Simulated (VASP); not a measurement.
# Y2Os (P4_2/mnm) in VASP: single point with r2SCAN

Aim: the single point of Y2Os with r2SCAN.

Program: VASP 6.6.1. These are calculated values, not measurements. Logs are shortened: lines on timing, memory, paths and dates and some standing lists are left out, and cuts for length are marked.

## Step 1: The cell of the first run

It takes space group P4_2/mnm (No. 136, tetragonal). Conventional cell: a = 5.978 Å, b = 5.978 Å, c = 4.229 Å, α = 90.00°, β = 90.00°, γ = 90.00°. Os (site symmetry mmm) has 6 Y at 2.60 to 2.67 Å within 3.4 Å. Within 3.4 Å of Y (site symmetry m2m) lie 3 Os at 2.60 to 2.67 Å and 1 Y at 3.24 Å.

## Step 2: Single point, r2SCAN

POSCAR

```
Y2Os
1.0
    5.9776844400      0.0000000000      0.0000000000
    0.0000000000      5.9776844400      0.0000000000
    0.0000000000      0.0000000000      4.2291288400
Os Y
2 4
Direct
    0.0000000000      0.0000000000      0.0000000000
    0.5000000000      0.5000000000      0.5000000000
    0.3081000000      0.3081000000      0.0000000000
    0.1919000000      0.8081000000      0.5000000000
    0.6919000000      0.6919000000      0.0000000000
    0.8081000000      0.1919000000      0.5000000000
```

INCAR.step1

```
SYSTEM = Y2Os
ALGO = Normal
EDIFF = 1E-4
ENCUT = 520
GGA = PE
ISMEAR = 1
LASPH = .True.
LCHARG = .False.
LREAL = .False.
LWAVE = .True.
NBANDS = 39
NELM = 100
PREC = Accurate
SIGMA = 0.0473
```

INCAR.step2

```
SYSTEM = Y2Os
ALGO = Normal
EDIFF = 1E-7
ENCUT = 520
ISIF = 2
ISMEAR = 1
ISTART = 1
LASPH = .True.
LCHARG = .True.
LELF = .True.
LMIXTAU = .True.
LREAL = .False.
LVHAR = .True.
LWAVE = .False.
METAGGA = R2SCAN
NBANDS = 39
NELM = 100
PREC = Accurate
SIGMA = 0.0473
```

KPOINTS

```
k-points
0
Gamma
  5 5 6
  0 0 0
```

Potentials or basis: VASP PAW PBE potentials, release 64 (Os, Y_sv).

On the command line:

```bash
$ cat potpaw_PBE.64/Os/POTCAR potpaw_PBE.64/Y_sv/POTCAR > POTCAR
$ cp INCAR.step1 INCAR
$ mpirun -np 1 vasp_std > vasp.out
$ cp INCAR.step2 INCAR
$ mpirun -np 1 vasp_std > vasp.out
```

OUTCAR:

```text
SYSTEM = Y2Os
   EDIFF = 1E-7
   ENCUT = 520
   ISIF = 2
   ISMEAR = 1
   ISTART = 1
   LASPH = .True.
   LREAL = .False.
   METAGGA = R2SCAN
   NELM = 100
   PREC = Accurate

 ion  position               nearest neighbor table
   1  0.000  0.000  0.000-   3 2.60   5 2.60   4 2.67   6 2.67   4 2.67   6 2.67
   2  0.500  0.500  0.500-   4 2.60   6 2.60   5 2.67   3 2.67   3 2.67   5 2.67
   3  0.308  0.308  0.000-   1 2.60   2 2.67   2 2.67   5 3.24   6 3.73   4 3.73   4 3.73   6 3.73
                             4 3.73   4 3.73   6 3.73   6 3.73   5 4.34   5 4.34
   4  0.192  0.808  0.500-   2 2.60   1 2.67   1 2.67   6 3.24   3 3.73   5 3.73   3 3.73   5 3.73
                             3 3.73   3 3.73   5 3.73   5 3.73   6 4.34   6 4.34
   5  0.692  0.692  0.000-   1 2.60   2 2.67   2 2.67   3 3.24   6 3.73   4 3.73   4 3.73   6 3.73
                             6 3.73   6 3.73   4 3.73   4 3.73   3 4.34   3 4.34
   6  0.808  0.192  0.500-   2 2.60   1 2.67   1 2.67   4 3.24   5 3.73   3 3.73   3 3.73   5 3.73
                             5 3.73   5 3.73   3 3.73   3 3.73   4 4.34   4 4.34

  LATTYP: Found a simple tetragonal cell.
 ALAT       =     5.9776844400
 C/A-ratio  =     0.7074861315

  Lattice vectors:

 A1 = (   5.9776844400,   0.0000000000,   0.0000000000)
 A2 = (   0.0000000000,   5.9776844400,   0.0000000000)
 A3 = (   0.0000000000,   0.0000000000,   4.2291288400)

Analysis of symmetry for initial positions (statically):
=====================================================================
 Subroutine PRICEL returns:
 Original cell was already a primitive cell.

 Routine SETGRP: Setting up the symmetry group for a
 simple tetragonal supercell.

 Subroutine GETGRP returns: Found 16 space group operations
 (whereof  8 operations were pure point group operations)
 out of a pool of 16 trial point group operations.

The static configuration has the point symmetry D_2h.
 The point group associated with its full space group is D_4h.

Analysis of symmetry for dynamics (positions and initial velocities):
=====================================================================
 Subroutine PRICEL returns:
 Original cell was already a primitive cell.

 Routine SETGRP: Setting up the symmetry group for a
 simple tetragonal supercell.

 Subroutine GETGRP returns: Found 16 space group operations
 (whereof  8 operations were pure point group operations)
 out of a pool of 16 trial point group operations.

The dynamic configuration has the point symmetry D_2h.
 The point group associated with its full space group is D_4h.

 Subroutine INISYM returns: Found 16 space group operations
 (whereof  8 operations are pure point group operations),
[... 108 lines left out ...]
   NFREE  =      0    steps in history (QN), initial steepest desc. (CG)
   ISIF   =      2    stress and relaxation
   ISYM   =      2    0-nonsym 1-usesym 2-fastsym
   POTIM  = 0.5000    time-step for ionic-motion
   TEBEG  =    0.0;   TEEND  =   0.0 temperature during run
   PSTRESS=    0.0 pullay stress
   NELECT =      60.0000    total number of electrons
   NUPDOWN=      -1.0000    fix difference up-down
   EMIN   =  10.00;   EMAX   =-10.00  energy-range for DOS
   EFERMI =   0.00;   METHOD = LEGACY
   ISMEAR =     1;   SIGMA  =   0.05  broadening in eV -4-tet -1-fermi 0-gaus
   EFERMI_NEDOS =   21; number of points for ismear=-14 and -15
   IALGO  =     38    algorithm
   IMIX   =      4    mixing-type and parameters
     AMIX     =   0.40;   BMIX     =  1.00
     AMIX_MAG =   1.60;   BMIX_MAG =  1.00
  volume/ion in A,a.u.               =      25.19       169.97
  Fermi-wavevector in a.u.,A,eV,Ry     =   1.203242  2.273798 19.698394  1.447791
  Thomas-Fermi vector in A             =   2.339001
   LORBIT       =      0    0 simple, 1 ext, 2 COOP (PROOUT), +10 PAW based schemes
   METAGGA = R2SCAN    functional components
   LHFCALC =     F    Hartree Fock is set to
   AEXX    =    0.0000 exact exchange contribution
   IVDW    =     0    specifies the selected vdW correction
   LEPSILON=     F    determine dielectric tensor
   LRPA    =     F    only Hartree local field effects (RPA)
 non-spin polarized calculation
 Methfessel and Paxton  Order N= 1 SIGMA  =   0.05
  energy-cutoff  :      520.00
  volume of cell :      151.12
 maximum number of plane-waves:      4090
 NGX is ok and might be reduce to    48
   NGX = 23   NGY = 23   NGZ = 15

 number of electron      60.0000005 magnetization

 Free energy of the ion-electron system (eV)
  ---------------------------------------------------
  ext. energy  EPLUGINS =         0.00000000
  ---------------------------------------------------
  free energy    TOTEN  =      -186.91035542 eV

  energy without entropy =     -186.91039787  energy(sigma->0) =     -186.91036957

 E-fermi :   3.8836     XC(G=0): -11.0274

 val. band max:        3.8650613958   @ k =   0.2000   0.2000   0.3333
 cond. band min:       4.0750315630   @ k =   0.4000   0.2000   0.3333
 fundamental gap:      0.2099701672
 Fermi energy:         3.8835821450

 k-point     1 :       0.0000    0.0000    0.0000
  band No.  band energies     occupation
      1     -39.5149      2.00000
      2     -39.4553      2.00000
      3     -39.4313      2.00000
      4     -39.4313      2.00000
      5     -19.4388      2.00000
      6     -19.1421      2.00000
[... 997 lines left out ...]
     38       7.5623      0.00000
     39       7.9113      0.00000

------------------------ aborting loop because EDIFF is reached ----------------------------------------

  FORCE on cell =-STRESS in cart. coord.  units (eV):
  Direction    XX          YY          ZZ          XY          YZ          ZX
  --------------------------------------------------------------------------------------
  -------------------------------------------------------------------------------------
  Total       11.7729962     11.7729962     12.0956730     -0.0000000      0.0000000      0.0000000
  in kB      124.8190002    124.8190002    128.2400662     -0.0000000      0.0000000      0.0000000
  external PRESSURE =     125.9593556 kB  Pullay stress =       0.0000000 kB

 VOLUME and BASIS-vectors are now :
 -----------------------------------------------------------------------------
  energy-cutoff  :      520.00
  volume of cell :      151.12
      direct lattice vectors                 reciprocal lattice vectors
     5.977684440  0.000000000  0.000000000     0.167288857  0.000000000  0.000000000
     0.000000000  5.977684440  0.000000000     0.000000000  0.167288857  0.000000000
     0.000000000  0.000000000  4.229128840     0.000000000  0.000000000  0.236455317

 POSITION                                       TOTAL-FORCE (eV/Angst)
 -----------------------------------------------------------------------------------
      0.00000      0.00000      0.00000         0.000000     -0.000000      0.000000
      2.98884      2.98884      2.11456         0.000000     -0.000000      0.000000
      1.84172      1.84172      0.00000        -0.239507     -0.239507      0.000000
      1.14712      4.83057      2.11456         0.239507     -0.239507      0.000000
      4.13596      4.13596      0.00000         0.239507      0.239507     -0.000000
      4.83057      1.14712      2.11456        -0.239507      0.239507      0.000000
 -----------------------------------------------------------------------------------
    total drift:                               -0.000000      0.000000      0.000000

  FREE ENERGIE OF THE ION-ELECTRON SYSTEM (eV)
  ---------------------------------------------------
  free  energy   TOTEN  =      -186.9103554239 eV

  energy  without entropy=     -186.9103978665  energy(sigma->0) =     -186.91036957
```

OSZICAR.step1:

```text
N       E                     dE             d eps       ncg     rms          rms(c)
DAV:   1     0.395031300841E+03    0.39503E+03   -0.29281E+04  1880   0.149E+03
DAV:   2    -0.135760958769E+01   -0.39639E+03   -0.37392E+03  1956   0.426E+02
DAV:   3    -0.469050006810E+02   -0.45547E+02   -0.43755E+02  3041   0.937E+01
DAV:   4    -0.505049556877E+02   -0.36000E+01   -0.35752E+01  2811   0.219E+01
DAV:   5    -0.506534968064E+02   -0.14854E+00   -0.14847E+00  2761   0.437E+00    0.657E+01
DAV:   6    -0.484916330846E+02    0.21619E+01   -0.22580E+01  2592   0.178E+01    0.496E+01
DAV:   7    -0.488657099799E+02   -0.37408E+00   -0.19495E+01  2763   0.165E+01    0.154E+01
DAV:   8    -0.476123321521E+02    0.12534E+01   -0.63161E+00  2578   0.955E+00    0.251E+00
DAV:   9    -0.476395266089E+02   -0.27194E-01   -0.38348E-01  2474   0.225E+00    0.104E+00
DAV:  10    -0.476364765153E+02    0.30501E-02   -0.21563E-02  2616   0.800E-01    0.746E-01
DAV:  11    -0.476357849831E+02    0.69153E-03   -0.29878E-03  2417   0.282E-01    0.608E-01
DAV:  12    -0.476352956703E+02    0.48931E-03   -0.40055E-03  2435   0.370E-01    0.120E-01
DAV:  13    -0.476353293418E+02   -0.33671E-04   -0.56738E-04  2000   0.143E-01
   1 F= -.47635329E+02 E0= -.47635338E+02  d E =0.249116E-04
```

Wall time 6 min (1 thread of Intel Xeon Platinum 8488C (Sapphire Rapids), shared host); peak memory 0.36 GiB.

Results:

| Quantity | Value |
| --- | --- |
| Free energy | -186.9104 eV |
| Pressure | 12.6 GPa |
| Largest force | 0.339 eV/Å |
| Band gap on the k mesh | zero (bands 30 and 31 overlap by 0.70 eV) |

Forces on the atoms (eV/Å):
```
Os   0.000  0.000  0.000
Os   0.000  0.000  0.000
Y   -0.240 -0.240  0.000
Y    0.240 -0.240  0.000
Y    0.240  0.240  0.000
Y   -0.240  0.240  0.000
```

Levels at points of the mesh, in eV from the Fermi level:
```tsv
k point	band 27	band 28	band 29	band 30	band 31	band 32	band 33	band 34
(0.00, 0.00, 0.00)	-1.21	-1.09	-1.09	-0.94	0.34	0.82	1.36	2.34
(0.00, 0.00, 0.50)	-1.55	-1.55	0.68	0.68	1.00	1.00	1.60	1.60
```

Caveat: the cell stands under pressure; the PAW data sets were made with another functional, which shifts forces and pressure a little; spin-orbit coupling is left out, which moves the levels of the heavy elements.
